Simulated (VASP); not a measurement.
# Li3SCl (Pm-3m) in VASP: notebook, part 2 of 3

VASP 6.6.1.

## 3. Single point, PBEsol

INCAR reads:

```
  PREC = Accurate
  ENCUT = 520
  EDIFF = 1E-6
  ISMEAR = 0
  SIGMA = 0.01
  LREAL = False
  LASPH = True
  NELM = 80
  ALGO = Normal
  ISIF = 2
  LWAVE = False
  LCHARG = True
  GGA = PS
  LELF = True
  LVHAR = True
  NBANDS = 19
```

KPOINTS reads:

```
regular mesh
0
Gamma
  4 4 4
```

POSCAR reads:

```
Li3SCl
1.0
    4.5789803827      0.0000000000      0.0000000000
    0.0000000000      4.5789803827      0.0000000000
    0.0000000000      0.0000000000      4.5789803827
Cl S Li
1 1 3
Direct
    0.0000000000      0.0000000000      0.0000000000
    0.5000000000      0.5000000000      0.5000000000
    0.5000000000      0.5000000000      0.0000000000
    0.5000000000      0.0000000000      0.5000000000
    0.0000000000      0.5000000000      0.5000000000
```

Potentials or basis: VASP PAW PBE potentials, release 64 (Cl, S, Li_sv).

Launch:

```console
$ cat potpaw_PBE.64/Cl/POTCAR potpaw_PBE.64/S/POTCAR potpaw_PBE.64/Li_sv/POTCAR > POTCAR
$ mpirun -np 1 vasp_std > vasp.out
```

OUTCAR:

```text
PREC = Accurate
   ENCUT = 520
   EDIFF = 1E-6
   ISMEAR = 0
   LREAL = False
   LASPH = True
   NELM = 80
   ISIF = 2
   GGA = PS

 ion  position               nearest neighbor table
   1  0.000  0.000  0.000-
   2  0.500  0.500  0.500-   3 2.29   4 2.29   5 2.29   3 2.29   4 2.29   5 2.29
   3  0.500  0.500  0.000-   2 2.29   2 2.29
   4  0.500  0.000  0.500-   2 2.29   2 2.29
   5  0.000  0.500  0.500-   2 2.29   2 2.29

  LATTYP: Found a simple cubic cell.
 ALAT       =     4.5789803827

  Lattice vectors:

 A1 = (   4.5789803827,   0.0000000000,   0.0000000000)
 A2 = (   0.0000000000,   4.5789803827,   0.0000000000)
 A3 = (   0.0000000000,   0.0000000000,   4.5789803827)

Analysis of symmetry for initial positions (statically):
=====================================================================
 Subroutine PRICEL returns:
 Original cell was already a primitive cell.

 Routine SETGRP: Setting up the symmetry group for a
 simple cubic supercell.

 Subroutine GETGRP returns: Found 48 space group operations
 (whereof 48 operations were pure point group operations)
 out of a pool of 48 trial point group operations.

The static configuration has the point symmetry O_h .

Analysis of symmetry for dynamics (positions and initial velocities):
=====================================================================
 Subroutine PRICEL returns:
 Original cell was already a primitive cell.

 Routine SETGRP: Setting up the symmetry group for a
 simple cubic supercell.

 Subroutine GETGRP returns: Found 48 space group operations
 (whereof 48 operations were pure point group operations)
 out of a pool of 48 trial point group operations.

[... 107 lines left out ...]
   EFERMI_NEDOS =   21; number of points for ismear=-14 and -15
   IALGO  =     38    algorithm
   IMIX   =      4    mixing-type and parameters
     AMIX     =   0.40;   BMIX     =  1.00
     AMIX_MAG =   1.60;   BMIX_MAG =  1.00
  volume/ion in A,a.u.               =      19.20       129.58
  Fermi-wavevector in a.u.,A,eV,Ry     =   1.001798  1.893124 13.654804  1.003600
  Thomas-Fermi vector in A             =   2.134244
   LORBIT       =      0    0 simple, 1 ext, 2 COOP (PROOUT), +10 PAW based schemes
   GGA     = PS    functional components
   LHFCALC =     F    Hartree Fock is set to
   AEXX    =    0.0000 exact exchange contribution
   IVDW    =     0    specifies the selected vdW correction
   LEPSILON=     F    determine dielectric tensor
   LRPA    =     F    only Hartree local field effects (RPA)
 non-spin polarized calculation
 Gauss-broadening in eV      SIGMA  =   0.01
  energy-cutoff  :      520.00
  volume of cell :       96.01
 maximum number of plane-waves:      2612
 NGX is ok and might be reduce to    36
   NGX = 17   NGY = 17   NGZ = 17

 number of electron      22.0000022 magnetization

 Free energy of the ion-electron system (eV)
  ---------------------------------------------------
  ext. energy  EPLUGINS =         0.00000000
  ---------------------------------------------------
  free energy    TOTEN  =       -19.03126277 eV

  energy without entropy =      -19.03126277  energy(sigma->0) =      -19.03126277

 E-fermi :   0.1031     XC(G=0):  -7.9408

 val. band max:        0.0094003960   @ k =   0.5000   0.5000   0.0000
 cond. band min:       3.9538634780   @ k =   0.0000   0.0000   0.0000
 fundamental gap:      3.9444630819
 Fermi energy:         0.1031437590

 k-point     1 :       0.0000    0.0000    0.0000
  band No.  band energies     occupation
      1     -43.5003      2.00000
      2     -43.4883      2.00000
      3     -43.4883      2.00000
      4     -12.9015      2.00000
      5     -10.0838      2.00000
      6      -1.7918      2.00000
[... 197 lines left out ...]
      6      -1.7208      2.00000
[... 11 lines left out ...]
     18       9.7679      0.00000
     19       9.7679      0.00000

------------------------ aborting loop because EDIFF is reached ----------------------------------------

  FORCE on cell =-STRESS in cart. coord.  units (eV):
  Direction    XX          YY          ZZ          XY          YZ          ZX
  --------------------------------------------------------------------------------------
  -------------------------------------------------------------------------------------
  Total       -0.3731981     -0.3731981     -0.3731981      0.0000000      0.0000000     -0.0000000
  in kB       -6.2279286     -6.2279286     -6.2279286      0.0000000      0.0000000     -0.0000000
  external PRESSURE =      -6.2279286 kB  Pullay stress =       0.0000000 kB

 VOLUME and BASIS-vectors are now :
 -----------------------------------------------------------------------------
  energy-cutoff  :      520.00
  volume of cell :       96.01
      direct lattice vectors                 reciprocal lattice vectors
     4.578980383  0.000000000  0.000000000     0.218389230  0.000000000  0.000000000
     0.000000000  4.578980383  0.000000000     0.000000000  0.218389230  0.000000000
     0.000000000  0.000000000  4.578980383     0.000000000  0.000000000  0.218389230

 POSITION                                       TOTAL-FORCE (eV/Angst)
 -----------------------------------------------------------------------------------
      0.00000      0.00000      0.00000         0.000000      0.000000      0.000000
      2.28949      2.28949      2.28949         0.000000      0.000000      0.000000
      2.28949      2.28949      0.00000         0.000000      0.000000      0.000000
      2.28949      0.00000      2.28949         0.000000      0.000000      0.000000
      0.00000      2.28949      2.28949         0.000000      0.000000      0.000000
 -----------------------------------------------------------------------------------
    total drift:                                0.000000      0.000000      0.000000

  FREE ENERGIE OF THE ION-ELECTRON SYSTEM (eV)
  ---------------------------------------------------
  free  energy   TOTEN  =       -19.0312627669 eV

  energy  without entropy=      -19.0312627669  energy(sigma->0) =      -19.03126277
```

It took 47 s on 1 thread of AMD EPYC 7R43 (Zen 3), shared host; peak memory 0.16 GiB.

What came out:

```yaml
Free_energy: -19.0313 eV
Band_gap_on_the_k_mesh: 3.94 eV, indirect (least direct gap 4.00 eV)
```

Levels at points of the mesh, in eV from the valence-band top:
| k point | band 8 | band 9 | band 10 | band 11 | band 12 | band 13 | band 14 | band 15 |
| --- | --- | --- | --- | --- | --- | --- | --- | --- |
| (0.00, 0.00, 0.00) | -1.80 | -0.35 | -0.35 | -0.35 | 3.94 | 6.33 | 6.33 | 9.71 |
| (0.50, 0.00, 0.00) | -1.14 | -1.14 | -1.00 | -1.00 | 6.28 | 6.60 | 6.91 | 7.69 |
| (0.50, 0.50, 0.00) | -1.03 | -0.84 | 0.00 | 0.00 | 4.00 | 6.57 | 6.57 | 6.59 |
| (0.50, 0.50, 0.50) | -1.73 | -0.82 | -0.82 | -0.82 | 5.96 | 5.96 | 5.96 | 8.97 |

Caveat: the cutoff is under 1.25 times the usual one of these potentials, so pressure, stress and relaxed cells hold a basis-set (Pulay) error; the PAW data sets were made with another functional, which shifts forces and pressure a little. A hybrid or GW would open this gap; PBEsol tends to underestimate it.

## 4. Single point, PBE

INCAR reads:

```
ALGO = Normal ; EDIFF = 1E-7
ENCUT = 520 ; GGA = PE
ISIF = 2 ; ISMEAR = 1
LASPH = True ; LCHARG = False
LREAL = False ; LWAVE = False
NBANDS = 19 ; NELM = 100
PREC = Accurate ; SIGMA = 0.5
```

KPOINTS reads:

```
k-points
0
Gamma
  4 4 4
```

POSCAR is that of step 3.

Potentials or basis: VASP PAW PBE potentials, release 64 (Cl, S, Li_sv).

Launch:

```console
$ cat potpaw_PBE.64/Cl/POTCAR potpaw_PBE.64/S/POTCAR potpaw_PBE.64/Li_sv/POTCAR > POTCAR
$ mpirun -np 1 vasp_std > vasp.out
```

OUTCAR:

```text
EDIFF = 1E-7
   ENCUT = 520
   GGA = PE
   ISIF = 2
   ISMEAR = 1
   LASPH = True
   LREAL = False
   NELM = 100
   PREC = Accurate

 ion  position               nearest neighbor table
   1  0.000  0.000  0.000-
   2  0.500  0.500  0.500-   3 2.29   4 2.29   5 2.29   3 2.29   4 2.29   5 2.29
   3  0.500  0.500  0.000-   2 2.29   2 2.29
   4  0.500  0.000  0.500-   2 2.29   2 2.29
   5  0.000  0.500  0.500-   2 2.29   2 2.29

  LATTYP: Found a simple cubic cell.
 ALAT       =     4.5789803827

  Lattice vectors:

 A1 = (   4.5789803827,   0.0000000000,   0.0000000000)
 A2 = (   0.0000000000,   4.5789803827,   0.0000000000)
 A3 = (   0.0000000000,   0.0000000000,   4.5789803827)

Analysis of symmetry for initial positions (statically):
=====================================================================
 Subroutine PRICEL returns:
 Original cell was already a primitive cell.

 Routine SETGRP: Setting up the symmetry group for a
 simple cubic supercell.

 Subroutine GETGRP returns: Found 48 space group operations
 (whereof 48 operations were pure point group operations)
 out of a pool of 48 trial point group operations.

The static configuration has the point symmetry O_h .

Analysis of symmetry for dynamics (positions and initial velocities):
=====================================================================
 Subroutine PRICEL returns:
 Original cell was already a primitive cell.

 Routine SETGRP: Setting up the symmetry group for a
 simple cubic supercell.

 Subroutine GETGRP returns: Found 48 space group operations
 (whereof 48 operations were pure point group operations)
 out of a pool of 48 trial point group operations.

The dynamic configuration has the point symmetry O_h .

 Subroutine INISYM returns: Found 48 space group operations
 (whereof 48 operations are pure point group operations),
 and found     1 'primitive' translations

----------------------------------------------------------------------------------------

                                     Primitive cell

  volume of cell :      96.0078

  direct lattice vectors                    reciprocal lattice vectors
     4.578980383  0.000000000  0.000000000     0.218389230  0.000000000  0.000000000
     0.000000000  4.578980383  0.000000000     0.000000000  0.218389230  0.000000000
     0.000000000  0.000000000  4.578980383     0.000000000  0.000000000  0.218389230

  length of vectors
     4.578980383  4.578980383  4.578980383     0.218389230  0.218389230  0.218389230

  position of ions in fractional coordinates (direct lattice)
     0.000000000  0.000000000  0.000000000
     0.500000000  0.500000000  0.500000000
     0.500000000  0.500000000  0.000000000
     0.500000000  0.000000000  0.500000000
     0.000000000  0.500000000  0.500000000

  ion indices of the primitive-cell ions
   primitive index   ion index
                 1           1
                 2           2
                 3           3
                 4           4
                 5           5

[... 22 lines left out ...]
 ===========================================

 Found     10 irreducible k-points:

 Following reciprocal coordinates:
            Coordinates               Weight
  0.000000  0.000000  0.000000      1.000000
  0.250000  0.000000  0.000000      6.000000
  0.500000  0.000000  0.000000      3.000000
  0.250000  0.250000  0.000000     12.000000
  0.500000  0.250000  0.000000     12.000000
  0.500000  0.500000  0.000000      3.000000
  0.250000  0.250000  0.250000      8.000000
  0.500000  0.250000  0.250000     12.000000
  0.500000  0.500000  0.250000      6.000000
  0.500000  0.500000  0.500000      1.000000
   k-points           NKPTS =     10   k-points in BZ     NKDIM =     10   number of bands    NBANDS=     19
   number of dos      NEDOS =    301   number of ions     NIONS =      5
   total plane-waves  NPLWV =  46656
   dimension x,y,z NGX =    36 NGY =   36 NGZ =   36
   dimension x,y,z NGXF=    72 NGYF=   72 NGZF=   72
   ions per type =               1   1   3
   NGX,Y,Z   is equivalent  to a cutoff of  13.07, 13.07, 13.07 a.u.
   NGXF,Y,Z  is equivalent  to a cutoff of  26.14, 26.14, 26.14 a.u.
 SYSTEM =  unknown system
   PREC   = accura    normal or accurate (medium, high low for compatibility)
   ISTART =      0    job   : 0-new  1-cont  2-samecut
   ICHARG =      2    charge: 1-file 2-atom 10-const
   ISPIN  =      1    spin polarized calculation?
   LNONCOLLINEAR =      F non collinear calculations
   LSORBIT =      F    spin-orbit coupling
   LASPH  =      T    aspherical Exc in radial PAW
   ENCUT  =  520.0 eV  38.22 Ry    6.18 a.u.   8.51  8.51  8.51*2*pi/ulx,y,z
   NELM   =    100;   NELMIN=  2; NELMDL= -5     # of ELM steps
   EDIFF  = 0.1E-06   stopping-criterion for ELM
   LREAL  =      F    real-space projection
   EDIFFG = 0.1E-05   stopping-criterion for IOM
   NSW    =      0    number of steps for IOM
   IBRION =     -1    ionic relax: 0-MD 1-quasi-New 2-CG
   NFREE  =      0    steps in history (QN), initial steepest desc. (CG)
   ISIF   =      2    stress and relaxation
   ISYM   =      2    0-nonsym 1-usesym 2-fastsym
   POTIM  = 0.5000    time-step for ionic-motion
   TEBEG  =    0.0;   TEEND  =   0.0 temperature during run
   PSTRESS=    0.0 pullay stress
   NELECT =      22.0000    total number of electrons
   NUPDOWN=      -1.0000    fix difference up-down
   EMIN   =  10.00;   EMAX   =-10.00  energy-range for DOS
   EFERMI =   0.00;   METHOD = LEGACY
   ISMEAR =     1;   SIGMA  =   0.50  broadening in eV -4-tet -1-fermi 0-gaus
   EFERMI_NEDOS =   21; number of points for ismear=-14 and -15
   IALGO  =     38    algorithm
   IMIX   =      4    mixing-type and parameters
     AMIX     =   0.40;   BMIX     =  1.00
     AMIX_MAG =   1.60;   BMIX_MAG =  1.00
  volume/ion in A,a.u.               =      19.20       129.58
  Fermi-wavevector in a.u.,A,eV,Ry     =   1.001798  1.893124 13.654804  1.003600
  Thomas-Fermi vector in A             =   2.134244
   LORBIT       =      0    0 simple, 1 ext, 2 COOP (PROOUT), +10 PAW based schemes
   GGA     = PE    functional components
   LHFCALC =     F    Hartree Fock is set to
   AEXX    =    0.0000 exact exchange contribution
   IVDW    =     0    specifies the selected vdW correction
   LEPSILON=     F    determine dielectric tensor
   LRPA    =     F    only Hartree local field effects (RPA)
 non-spin polarized calculation
 Methfessel and Paxton  Order N= 1 SIGMA  =   0.50
  energy-cutoff  :      520.00
  volume of cell :       96.01
 maximum number of plane-waves:      2612
 NGX is ok and might be reduce to    36
   NGX = 17   NGY = 17   NGZ = 17

 number of electron      22.0000022 magnetization

 Free energy of the ion-electron system (eV)
  ---------------------------------------------------
  ext. energy  EPLUGINS =         0.00000000
  ---------------------------------------------------
  free energy    TOTEN  =       -18.48375642 eV

  energy without entropy =      -18.56913574  energy(sigma->0) =      -18.51221619

 E-fermi :   0.1689     XC(G=0):  -7.7928

 val. band max:        0.0498063203   @ k =   0.5000   0.5000   0.0000
 cond. band min:       4.1715492932   @ k =   0.0000   0.0000   0.0000
 fundamental gap:      4.1217429729
 Fermi energy:         0.1688614573

 k-point     1 :       0.0000    0.0000    0.0000
  band No.  band energies     occupation
      1     -44.1275      2.00000
      2     -44.1164      2.00000
      3     -44.1164      2.00000
      4     -12.8769      2.00000
      5     -10.0563      2.00000
      6      -1.7167      2.00000
[... 197 lines left out ...]
      6      -1.6360      2.00000
[... 11 lines left out ...]
     18       9.8373     -0.00000
     19       9.8373     -0.00000

------------------------ aborting loop because EDIFF is reached ----------------------------------------

  FORCE on cell =-STRESS in cart. coord.  units (eV):
  Direction    XX          YY          ZZ          XY          YZ          ZX
  --------------------------------------------------------------------------------------
  -------------------------------------------------------------------------------------
  Total        0.0451133      0.0451133      0.0451133      0.0000000     -0.0000000      0.0000000
  in kB        0.7528514      0.7528514      0.7528514      0.0000000     -0.0000000      0.0000000
  external PRESSURE =       0.7528514 kB  Pullay stress =       0.0000000 kB

 VOLUME and BASIS-vectors are now :
 -----------------------------------------------------------------------------
  energy-cutoff  :      520.00
  volume of cell :       96.01
      direct lattice vectors                 reciprocal lattice vectors
     4.578980383  0.000000000  0.000000000     0.218389230  0.000000000  0.000000000
     0.000000000  4.578980383  0.000000000     0.000000000  0.218389230  0.000000000
     0.000000000  0.000000000  4.578980383     0.000000000  0.000000000  0.218389230

 POSITION                                       TOTAL-FORCE (eV/Angst)
 -----------------------------------------------------------------------------------
      0.00000      0.00000      0.00000         0.000000      0.000000      0.000000
      2.28949      2.28949      2.28949         0.000000      0.000000      0.000000
      2.28949      2.28949      0.00000         0.000000      0.000000      0.000000
      2.28949      0.00000      2.28949         0.000000      0.000000      0.000000
      0.00000      2.28949      2.28949         0.000000      0.000000      0.000000
 -----------------------------------------------------------------------------------
    total drift:                                0.000000      0.000000      0.000000

  FREE ENERGIE OF THE ION-ELECTRON SYSTEM (eV)
  ---------------------------------------------------
  free  energy   TOTEN  =       -18.4837564161 eV

  energy  without entropy=      -18.5691357386  energy(sigma->0) =      -18.51221619
```

Run time: 47 s. Hardware: 1 thread of AMD EPYC 7R43 (Zen 3), shared host; peak memory 0.17 GiB.

Results:

```yaml
Free_energy: -18.4838 eV
Band_gap_on_the_k_mesh: 4.12 eV, indirect (least direct gap 4.16 eV)
```

Levels at points of the mesh, in eV from the valence-band top:
| k point | band 7 | band 8 | band 9 | band 10 | band 11 | band 12 | band 13 | band 14 | band 15 | band 16 |
| --- | --- | --- | --- | --- | --- | --- | --- | --- | --- | --- |
| (0.00, 0.00, 0.00) | -1.77 | -1.77 | -0.34 | -0.34 | -0.34 | 4.12 | 6.48 | 6.48 | 9.81 | 9.81 |
| (0.50, 0.00, 0.00) | -1.15 | -1.11 | -1.11 | -0.98 | -0.98 | 6.43 | 6.78 | 7.03 | 7.79 | 7.79 |
| (0.50, 0.50, 0.00) | -2.25 | -1.01 | -0.82 | 0.00 | 0.00 | 4.16 | 6.69 | 6.69 | 6.72 | 8.57 |
| (0.50, 0.50, 0.50) | -1.69 | -1.69 | -0.80 | -0.80 | -0.80 | 6.07 | 6.07 | 6.07 | 9.10 | 9.10 |

Caveat: the cutoff is under 1.25 times the usual one of these potentials, so pressure, stress and relaxed cells hold a basis-set (Pulay) error. A k mesh can miss the band edges.

[end of part 2 of 3]
